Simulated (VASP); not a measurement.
# Zr3Nb6Ni11 in VASP: a series of runs

Runs on Zr3Nb6Ni11. Level: PBE. Tasks: single point.

All numbers are computed with VASP 6.6.1; they aren't measurements. Logs are shortened: lines on timing, memory, paths and dates and some standing lists are left out, and cuts for length are marked.

## (1) The cell of the first run

The cell holds an amorphous packing of atoms, 20 atoms: a = 6.825 Å, b = 6.686 Å, c = 6.709 Å, α = 90.50°, β = 95.02°, γ = 92.34°.

## (2) Single point, PBE

Contents of INCAR:

```
  PREC = Accurate
  ENCUT = 520
  EDIFF = 1E-6
  ISMEAR = -1
  SIGMA = 0.1043
  LREAL = Auto
  LASPH = T
  NELM = 100
  ALGO = Normal
  ISIF = 2
  LWAVE = F
  LCHARG = F
  GGA = PE
  ISYM = 0
  NBANDS = 128
```

Contents of KPOINTS:

```
Automatic mesh
0
Gamma
  1 1 1
  0.25 0.25 0.25
```

Contents of POSCAR:

```
Zr3Nb6Ni11
1.0
    6.8173460000     -0.1384310000     -0.2966090000
   -0.1384310000      6.6843640000     -0.0322140000
   -0.2966090000     -0.0322140000      6.7019700000
Ni Nb Zr
11 6 3
Direct
    0.6821440714      0.9460653520      0.2800737127
    0.3757404194      0.4747916407      0.6398779654
    0.5561417648      0.2444219424      0.8547827670
    0.8165092682      0.1817844897      0.5035234421
    0.6555441021      0.5825404388      0.0089623257
    0.8581826751      0.9713565161      0.8622475159
    0.7956205008      0.6083608019      0.3598280708
    0.5947659190      0.7567793136      0.6845892795
    0.4810774167      0.0333710378      0.5519071118
    0.1074696291      0.4323161101      0.3815147024
    0.3814291581      0.7306829359      0.3177529206
    0.8125578830      0.4741116870      0.7238434393
    0.8708931523      0.2945482104      0.1006656734
    0.4725971983      0.9172724788      0.9882359363
    0.0262084330      0.6749510782      0.1266104640
    0.2799483963      0.4652238457      0.9932324279
    0.5057493151      0.3658943581      0.3304989010
    0.0980017197      0.7451430343      0.6319860026
    0.1599661374      0.0625490285      0.2594586891
    0.1466694463      0.1765010401      0.7095238090
```

Potentials or basis: VASP PAW PBE potentials, release 64 (Ni, Nb_sv, Zr_sv).

Launch:

```console
$ cat potpaw_PBE.64/Ni/POTCAR potpaw_PBE.64/Nb_sv/POTCAR potpaw_PBE.64/Zr_sv/POTCAR > POTCAR
$ mpirun -np 1 vasp_std > vasp.out
```

OUTCAR:

```text
PREC = Accurate
   ENCUT = 520
   EDIFF = 1E-6
   ISMEAR = -1
   LREAL = Auto
   LASPH = T
   NELM = 100
   ISIF = 2
   GGA = PE
   ISYM = 0

 ion  position               nearest neighbor table
   1  0.682  0.946  0.280-   4 2.27  14 2.32   9 2.46   7 2.46  11 2.49  13 2.93   5 3.01  19 3.34

   2  0.376  0.475  0.640-   8 2.36  10 2.41   3 2.42  17 2.44  16 2.51  20 2.56  18 2.67  11 2.77
                            12 2.99   5 3.05
   3  0.556  0.244  0.855-   2 2.42  14 2.44   9 2.47  12 2.50   5 2.52  13 2.60  16 2.67   6 2.81
                            20 2.89
   4  0.817  0.182  0.504-   1 2.27  12 2.44   9 2.51  20 2.54  17 2.68  10 2.73   6 2.80  13 2.86
                             7 3.02  19 3.10
   5  0.656  0.583  0.009-  12 2.39   7 2.46   8 2.49  13 2.52   3 2.52  14 2.61  15 2.63  16 2.64
                            17 2.85   1 3.01   2 3.05
   6  0.858  0.971  0.862-   8 2.47  20 2.64  13 2.67   4 2.80   3 2.81  18 2.82  14 2.84  15 2.88
                            19 3.26
   7  0.796  0.608  0.360-  15 2.35   5 2.46   1 2.46  10 2.47  17 2.50  12 2.60  18 2.75  13 2.81
                             8 2.86  11 2.97   4 3.02
   8  0.595  0.757  0.685-   9 2.20   2 2.36  12 2.45   6 2.47   5 2.49  14 2.52  11 2.75   7 2.86
                            18 3.38  18 3.49
   9  0.481  0.033  0.552-   8 2.20   1 2.46   3 2.47   4 2.51  11 2.58  17 2.69  20 2.80  19 2.82
                            14 3.04  18 3.27
  10  0.107  0.432  0.382-  15 2.41   2 2.41   7 2.47  13 2.51  19 2.65  18 2.68   4 2.73  11 2.74
                            20 2.80  17 2.82  16 2.96
  11  0.381  0.731  0.318-   1 2.49   9 2.58  17 2.61  15 2.65  14 2.66  10 2.74  19 2.75   8 2.75
                             2 2.77  16 2.82   7 2.97  18 2.99
  12  0.813  0.474  0.724-   5 2.39   4 2.44   8 2.45   3 2.50   7 2.60  18 2.72  13 2.81   2 2.99
                            20 3.09
  13  0.871  0.295  0.101-  10 2.51   5 2.52   3 2.60   6 2.67  19 2.71  15 2.71   7 2.81  12 2.81
                             4 2.86   1 2.93  20 3.46
  14  0.473  0.917  0.988-   1 2.32   3 2.44   8 2.52   5 2.61  11 2.66   6 2.84   9 3.04  19 3.10
                            20 3.33
  15  0.026  0.675  0.127-   7 2.35  10 2.41  16 2.49   5 2.63  11 2.65  13 2.71  19 2.82   6 2.88
                            18 3.41  18 3.43
  16  0.280  0.465  0.993-  15 2.49   2 2.51   5 2.64   3 2.67  17 2.73  20 2.77  11 2.82  10 2.96
                            18 3.26  19 3.36
  17  0.506  0.366  0.330-   2 2.44   7 2.50  11 2.61   4 2.68   9 2.69  16 2.73  10 2.82   5 2.85
                            19 3.05
  18  0.098  0.745  0.632-   2 2.67  10 2.68  12 2.72   7 2.75   6 2.82  20 2.93  11 2.99  16 3.26
                             9 3.27  19 3.34   8 3.38  15 3.41  15 3.43   8 3.49  20 3.87
  19  0.160  0.063  0.259-  10 2.65  13 2.71  11 2.75  15 2.82   9 2.82  17 3.05   4 3.10  14 3.10
                            20 3.12   6 3.26  18 3.34   1 3.34  16 3.36  20 3.77
  20  0.147  0.177  0.710-   4 2.54   2 2.56   6 2.64  16 2.77   9 2.80  10 2.80   3 2.89  18 2.93
                            12 3.09  19 3.12  14 3.33  13 3.46  19 3.77  18 3.87

IMPORTANT INFORMATION: All symmetrisations will be switched off!
NOSYMM: (Re-)initialisation of all symmetry stuff for point group C_1.

----------------------------------------------------------------------------------------

                                     Primitive cell

  volume of cell :     304.6800

  direct lattice vectors                    reciprocal lattice vectors
     6.817346000 -0.138431000 -0.296609000     0.147030873  0.003076393  0.006521931
    -0.138431000  6.684364000 -0.032214000     0.003076393  0.149670699  0.000855566
    -0.296609000 -0.032214000  6.701970000     0.006521931  0.000855566  0.149502613

  length of vectors
     6.825199376  6.685874884  6.708607644     0.147207599  0.149704757  0.149647248

  position of ions in fractional coordinates (direct lattice)
     0.682144071  0.946065352  0.280073713
     0.375740419  0.474791641  0.639877965
     0.556141765  0.244421942  0.854782767
     0.816509268  0.181784490  0.503523442
     0.655544102  0.582540439  0.008962326
     0.858182675  0.971356516  0.862247516
[... 12 lines left out ...]
     0.159966137  0.062549029  0.259458689
     0.146669446  0.176501040  0.709523809

  ion indices of the primitive-cell ions
   primitive index   ion index
                 1           1
                 2           2
                 3           3
                 4           4
                 5           5
                 6           6
[... 12 lines left out ...]
                19          19
                20          20

----------------------------------------------------------------------------------------

 KPOINTS: Automatic mesh

Automatic generation of k-mesh.
 Grid dimensions read from file:
 generate k-points for:    1    1    1

 Generating k-lattice:

  Cartesian coordinates                     Fractional coordinates (reciprocal lattice)
     0.147030873  0.003076393  0.006521931     1.000000000  0.000000000  0.000000000
     0.003076393  0.149670699  0.000855566     0.000000000  1.000000000  0.000000000
     0.006521931  0.000855566  0.149502613     0.000000000  0.000000000  1.000000000

  Length of vectors
     0.147207599  0.149704757  0.149647248

  Shift w.r.t. Gamma in fractional coordinates (k-lattice)
     0.250000000  0.250000000  0.250000000

 Subroutine IBZKPT returns following result:
 ===========================================

 Found      1 irreducible k-points:

 Following reciprocal coordinates:
            Coordinates               Weight
  0.250000  0.250000  0.250000      2.000000
   k-points           NKPTS =      1   k-points in BZ     NKDIM =      1   number of bands    NBANDS=    128
   number of dos      NEDOS =    301   number of ions     NIONS =     20
   total plane-waves  NPLWV = 135000
   dimension x,y,z NGX =    54 NGY =   50 NGZ =   50
   dimension x,y,z NGXF=   108 NGYF=  100 NGZF=  100
   ions per type =              11   6   3
   NGX,Y,Z   is equivalent  to a cutoff of  13.15, 12.43, 12.39 a.u.
   NGXF,Y,Z  is equivalent  to a cutoff of  26.31, 24.87, 24.78 a.u.
 SYSTEM =  unknown system
   PREC   = accura    normal or accurate (medium, high low for compatibility)
   ISTART =      0    job   : 0-new  1-cont  2-samecut
   ICHARG =      2    charge: 1-file 2-atom 10-const
   ISPIN  =      1    spin polarized calculation?
   LNONCOLLINEAR =      F non collinear calculations
   LSORBIT =      F    spin-orbit coupling
   LASPH  =      T    aspherical Exc in radial PAW
   ENCUT  =  520.0 eV  38.22 Ry    6.18 a.u.  12.69 12.43 12.47*2*pi/ulx,y,z
   NELM   =    100;   NELMIN=  2; NELMDL= -5     # of ELM steps
   EDIFF  = 0.1E-05   stopping-criterion for ELM
   LREAL  =      T    real-space projection
   EDIFFG = 0.1E-04   stopping-criterion for IOM
   NSW    =      0    number of steps for IOM
   IBRION =     -1    ionic relax: 0-MD 1-quasi-New 2-CG
   NFREE  =      0    steps in history (QN), initial steepest desc. (CG)
   ISIF   =      2    stress and relaxation
   ISYM   =      0    0-nonsym 1-usesym 2-fastsym
   POTIM  = 0.5000    time-step for ionic-motion
   TEBEG  =    0.0;   TEEND  =   0.0 temperature during run
   PSTRESS=    0.0 pullay stress
   NELECT =     224.0000    total number of electrons
   NUPDOWN=      -1.0000    fix difference up-down
   EMIN   =  10.00;   EMAX   =-10.00  energy-range for DOS
   EFERMI =   0.00;   METHOD = LEGACY
   ISMEAR =    -1;   SIGMA  =   0.10  broadening in eV -4-tet -1-fermi 0-gaus
   EFERMI_NEDOS =   21; number of points for ismear=-14 and -15
   IALGO  =     38    algorithm
   IMIX   =      4    mixing-type and parameters
     AMIX     =   0.40;   BMIX     =  1.00
     AMIX_MAG =   1.60;   BMIX_MAG =  1.00
  volume/ion in A,a.u.               =      15.23       102.80
  Fermi-wavevector in a.u.,A,eV,Ry     =   1.477552  2.792169 29.703704  2.183161
  Thomas-Fermi vector in A             =   2.591942
   LORBIT       =      0    0 simple, 1 ext, 2 COOP (PROOUT), +10 PAW based schemes
   GGA     = PE    functional components
   LHFCALC =     F    Hartree Fock is set to
   AEXX    =    0.0000 exact exchange contribution
   IVDW    =     0    specifies the selected vdW correction
   LEPSILON=     F    determine dielectric tensor
   LRPA    =     F    only Hartree local field effects (RPA)
 non-spin polarized calculation
  energy-cutoff  :      520.00
  volume of cell :      304.68
 maximum number of plane-waves:      8196
 NGX is ok and might be reduce to    50
   NGX = 25   NGY = 25   NGZ = 25

 number of electron     223.9999993 magnetization

 Free energy of the ion-electron system (eV)
  ---------------------------------------------------
  ext. energy  EPLUGINS =         0.00000000
  ---------------------------------------------------
  free energy    TOTEN  =      -144.96469155 eV

  energy without entropy =     -144.16172413  energy(sigma->0) =     -144.56320784

 E-fermi :   9.8136     XC(G=0): -12.2951

 val. band max:        9.7731594248   @ k =   0.2500   0.2500   0.2500
 cond. band min:       9.8521342240   @ k =   0.2500   0.2500   0.2500
 fundamental gap:      0.0789747991
 Fermi energy:         9.8136313856

 k-point     1 :       0.2500    0.2500    0.2500
  band No.  band energies     occupation
      1     -45.3660      2.00000
      2     -45.2394      2.00000
      3     -45.0301      2.00000
      4     -44.9650      2.00000
      5     -44.8609      2.00000
      6     -44.6505      2.00000
[... 116 lines left out ...]
    123      10.8315      0.00012
    124      11.0135      0.00002
 [bands above 124 left out]

------------------------ aborting loop because EDIFF is reached ----------------------------------------

  FORCE on cell =-STRESS in cart. coord.  units (eV):
  Direction    XX          YY          ZZ          XY          YZ          ZX
  --------------------------------------------------------------------------------------
  -------------------------------------------------------------------------------------
  Total        2.0096174     12.9344600      2.3276421     -2.7394995      3.4525838      6.0142285
  in kB       10.5676882     68.0165986     12.2400390    -14.4058148     18.1556096     31.6261647
  external PRESSURE =      30.2747752 kB  Pullay stress =       0.0000000 kB

 VOLUME and BASIS-vectors are now :
 -----------------------------------------------------------------------------
  energy-cutoff  :      520.00
  volume of cell :      304.68
      direct lattice vectors                 reciprocal lattice vectors
     6.817346000 -0.138431000 -0.296609000     0.147030873  0.003076393  0.006521931
    -0.138431000  6.684364000 -0.032214000     0.003076393  0.149670699  0.000855566
    -0.296609000 -0.032214000  6.701970000     0.006521931  0.000855566  0.149502613

 POSITION                                       TOTAL-FORCE (eV/Angst)
 -----------------------------------------------------------------------------------
      4.43637      6.22039      1.64424         0.593120     -0.779883     -0.480220
      2.30603      3.10105      4.16170         0.724995      0.419811     -0.269562
      3.50404      1.52928      5.55590        -0.608006     -0.114593     -0.223985
      5.39191      1.08586      3.12656         0.381413      0.090613      0.069560
      4.38577      3.80288     -0.15314        -1.063636      0.983206      0.737510
      5.46031      6.34633      5.49292        -0.382720     -0.009134      0.502145
[... 12 lines left out ...]
      1.00493      0.38760      1.68942         0.472937     -0.427146     -0.014871
      0.76501      1.13664      4.70602         0.590643      0.129281      0.509427
 -----------------------------------------------------------------------------------
    total drift:                               -0.000362     -0.000536     -0.000701

  FREE ENERGIE OF THE ION-ELECTRON SYSTEM (eV)
  ---------------------------------------------------
  free  energy   TOTEN  =      -144.9646915483 eV

  energy  without entropy=     -144.1617241280  energy(sigma->0) =     -144.56320784
```

It took 2.3 min on 1 thread of Intel Xeon 6975P-C (Granite Rapids), shared host; peak memory 0.36 GiB.

Results:

```yaml
Free_energy: -144.9647 eV
Pressure: 3.0 GPa
Largest_force: 2.882 eV/Å
Band_gap_on_the_k_mesh: 0.08 eV
```

Forces on the atoms (eV/Å):
```
Ni   0.593 -0.780 -0.480
Ni   0.725  0.420 -0.270
Ni  -0.608 -0.115 -0.224
Ni   0.381  0.091  0.070
Ni  -1.064  0.983  0.738
Ni  -0.383 -0.009  0.502
Ni  -1.327  0.267  1.120
Ni   0.393 -0.692 -0.432
Ni  -0.662  1.243 -0.262
Ni   0.699 -0.349  0.957
Ni   0.038 -0.402  0.392
Nb   0.142 -0.758 -0.594
Nb  -0.363 -1.000  0.235
Nb  -0.589 -0.416 -0.489
Nb  -0.179  2.468 -1.477
Nb  -0.102 -0.439 -0.090
Nb   0.312 -1.089 -0.413
Zr   0.930  0.875  0.224
Zr   0.473 -0.427 -0.015
Zr   0.591  0.129  0.509
```

Levels at points of the mesh, in eV from the valence-band top:
| k point | band 109 | band 110 | band 111 | band 112 | band 113 | band 114 | band 115 | band 116 |
| --- | --- | --- | --- | --- | --- | --- | --- | --- |
| (0.25, 0.25, 0.25) | -0.27 | -0.21 | -0.05 | 0.00 | 0.08 | 0.16 | 0.25 | 0.37 |

Caveat: the k points lie up to 0.94 Å⁻¹ apart. Spin polarisation is off, so any magnetic state and its effect on volume and gap are missing.

## (3) Single point, PBE

Contents of INCAR:

```
SYSTEM = Zr3Nb6Ni11
ALGO     = Normal         ! electronic algorithm
EDIFF    = 1E-7           ! SCF threshold, eV
ENCUT    = 520            ! plane-wave cutoff, eV
GGA      = PE             ! functional
ISIF     = 2              ! what is computed and relaxed
ISMEAR   = -1             ! smearing method
ISYM     = 0            
LASPH    = .True.         ! aspherical terms in the spheres
LCHARG   = .False.        ! write CHGCAR
LREAL    = Auto         
LWAVE    = .False.        ! write WAVECAR
NBANDS   = 128            ! bands
NELM     = 80             ! most SCF steps
PREC     = Accurate       ! precision mode
SIGMA    = 0.1043         ! smearing width, eV
```

KPOINTS is that of step 2.

Contents of POSCAR:

```
Zr3Nb6Ni11
1.0
    6.8173460000     -0.1384310000     -0.2966090000
   -0.1384310000      6.6843640000     -0.0322140000
   -0.2966090000     -0.0322140000      6.7019700000
Ni Nb Zr
11 6 3
Direct
    0.7040178700      0.9221056877      0.2684287977
    0.4348805853      0.5121257462      0.6653922823
    0.5273381225      0.2306310215      0.8593702719
    0.8311034186      0.1733575645      0.5050470674
    0.6338003202      0.5903825962      0.0177736493
    0.8348757096      0.9803202254      0.8412349929
    0.7654210934      0.6222305983      0.4164587907
    0.6306175236      0.7870625686      0.6939741996
    0.4891892948      0.0518338324      0.5389967014
    0.1396676426      0.4385971711      0.4028003183
    0.3718510686      0.7186309328      0.3072583659
    0.7795040394      0.4456969218      0.7380001096
    0.8531308340      0.2967385876      0.1118450874
    0.4548939974      0.8877372806      0.9944958307
    0.0078869510      0.6821316498      0.0774956512
    0.2785946669      0.4332178166      1.0383820525
    0.5065170636      0.2958366441      0.3177857557
    0.1286795132      0.7534539673      0.6271602630
    0.1573979554      0.0576725766      0.2633556275
    0.1468312607      0.2032773792      0.6896069142
```

Potentials or basis: VASP PAW PBE potentials, release 64 (Ni, Nb_sv, Zr_sv).

Launch:

```console
$ cat potpaw_PBE.64/Ni/POTCAR potpaw_PBE.64/Nb_sv/POTCAR potpaw_PBE.64/Zr_sv/POTCAR > POTCAR
$ mpirun -np 1 vasp_std > vasp.out
```

OUTCAR:

```text
SYSTEM = Zr3Nb6Ni11
   EDIFF = 1E-7
   ENCUT = 520
   GGA = PE
   ISIF = 2
   ISMEAR = -1
   ISYM = 0
   LASPH = .True.
   LREAL = Auto
   NELM = 80
   PREC = Accurate

 ion  position               nearest neighbor table
   1  0.704  0.922  0.268-   7 2.28   4 2.38  14 2.39   9 2.60  11 2.63   5 2.77  13 2.90  17 2.92
                            15 3.04   8 3.08  19 3.19
   2  0.435  0.512  0.665-   8 2.22   3 2.37  12 2.42  10 2.59   5 2.66  18 2.69  11 2.79  20 2.81
[... 336 lines left out ...]
  Total        6.7841219     12.4077917      2.2385477     -2.1685084     -1.8386253      7.1423359
  in kB       35.6746933     65.2470832     11.7715312    -11.4032254     -9.6685162     37.5583825
  external PRESSURE =      37.5644359 kB  Pullay stress =       0.0000000 kB

 VOLUME and BASIS-vectors are now :
 -----------------------------------------------------------------------------
  energy-cutoff  :      520.00
  volume of cell :      304.68
      direct lattice vectors                 reciprocal lattice vectors
     6.817346000 -0.138431000 -0.296609000     0.147030873  0.003076393  0.006521931
    -0.138431000  6.684364000 -0.032214000     0.003076393  0.149670699  0.000855566
    -0.296609000 -0.032214000  6.701970000     0.006521931  0.000855566  0.149502613

 POSITION                                       TOTAL-FORCE (eV/Angst)
 -----------------------------------------------------------------------------------
      4.59227      6.05759      1.56048         0.343483      0.330065     -0.536729
      2.69648      3.34160      4.31395        -1.764725     -0.668593     -0.800322
      3.30822      1.44094      5.59563        -0.317318     -0.824693      0.780086
      5.49212      1.02746      3.13271         0.104703     -0.691213     -0.792274
      4.23384      3.85802     -0.08789        -0.706196     -0.210631      1.175660
      5.30641      6.41014      5.35872         1.829953      1.970463      1.670566
[... 12 lines left out ...]
      0.98694      0.35523      1.71646        -0.507176     -1.190090     -0.561612
      0.76832      1.31624      4.57162         1.311420     -0.120735      1.475982
 -----------------------------------------------------------------------------------
    total drift:                               -0.001297      0.001191     -0.001572

  FREE ENERGIE OF THE ION-ELECTRON SYSTEM (eV)
  ---------------------------------------------------
  free  energy   TOTEN  =      -144.5143824339 eV

  energy  without entropy=     -143.7280332140  energy(sigma->0) =     -144.12120782
```

OSZICAR:

```text
N       E                     dE             d eps       ncg     rms          rms(c)
DAV:   1     0.327615550638E+04    0.32762E+04   -0.10185E+05   256   0.216E+03
DAV:   2     0.378286796253E+03   -0.28979E+04   -0.28242E+04   280   0.664E+02
DAV:   3    -0.763020540598E+02   -0.45459E+03   -0.42852E+03   304   0.273E+02
[... 26 lines left out ...]
DAV:  30    -0.144514383558E+03    0.15322E-05   -0.39252E-06   376   0.163E-02    0.900E-03
DAV:  31    -0.144514383224E+03    0.33383E-06   -0.28617E-06   344   0.171E-02    0.707E-03
DAV:  32    -0.144514382664E+03    0.55954E-06   -0.78036E-07   280   0.885E-03    0.454E-03
DAV:  33    -0.144514382377E+03    0.28674E-06   -0.24362E-07   184   0.364E-03    0.210E-03
DAV:  34    -0.144514382434E+03   -0.56483E-07   -0.24244E-07   168   0.196E-03
   1 F= -.14451438E+03 E0= -.14412121E+03  d E =-.786349E+00
```

It took 2.8 min on 1 thread of Intel Xeon 6975P-C (Granite Rapids), shared host; peak memory 0.36 GiB.

Results:

* Free energy: -144.5144 eV
* Pressure: 3.8 GPa
* Largest force: 3.166 eV/Å
* Band gap on the k mesh: 0.11 eV

Forces on the atoms (eV/Å):
```
Ni   0.343  0.330 -0.537
Ni  -1.765 -0.669 -0.800
Ni  -0.317 -0.825  0.780
Ni   0.105 -0.691 -0.792
Ni  -0.706 -0.211  1.176
Ni   1.830  1.970  1.671
Ni   0.380 -1.319 -1.185
Ni  -0.538 -0.804 -1.005
Ni  -0.951 -1.327  1.112
Ni  -0.688  0.628 -0.439
Ni   0.379 -0.434  0.701
Nb   1.935  0.132 -1.195
Nb   1.104 -0.520  0.975
Nb  -0.867  1.321 -1.001
Nb  -0.529  1.446  0.580
Nb  -0.913  0.304 -1.425
Nb   0.357  1.911 -0.142
Zr   0.037  0.066  0.612
Zr  -0.507 -1.190 -0.562
Zr   1.311 -0.121  1.476
```

Stress tensor (GPa, compression positive):
```
 3.57 -1.14  3.76
-1.14  6.52 -0.97
 3.76 -0.97  1.18
```

Caveat: the k points lie up to 0.94 Å⁻¹ apart.

(Part 1 of 2 ends here.)
